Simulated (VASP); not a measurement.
A run of VASP 6.6.1 is set up as follows.

The input INCAR:

```
SYSTEM = Ru
PREC = Accurate
ENCUT = 520
EDIFF = 1E-6
ISMEAR = 0
SIGMA = 0.15
LREAL = .False.
LASPH = .True.
NELM = 80
ALGO = Fast
ISIF = 2
LWAVE = .False.
LCHARG = .False.
GGA = PS
NBANDS = 21
```

File KPOINTS:

```
regular mesh
0
Gamma
  21 21 12
  0 0 0
```

File POSCAR:

```
Ru
1.0
    2.8051721890      0.0000000000      0.0000000000
   -1.4025860945      2.4293503777      0.0000000000
    0.0000000000      0.0000000000      4.1595093219
Ru
2
Direct
    0.3333333333      0.6666666667      0.2500000000
    0.6666666667      0.3333333333      0.7500000000
```

Potentials or basis: VASP PAW PBE potentials, release 64 (Ru_pv).

Command:

```console
$ cat potpaw_PBE.64/Ru_pv/POTCAR > POTCAR
$ mpirun -np 1 vasp_std > vasp.out
```

(1) What does it give for the band gap on the k mesh?

(2) Estimate the pressure.

## Answers

(1) zero (band 14 reaches 13.16 eV, above the bottom of band 15 at 10.23 eV).

(2) -16.6 GPa.

Caveat: the PAW data sets were made with another functional, which shifts forces and pressure a little.
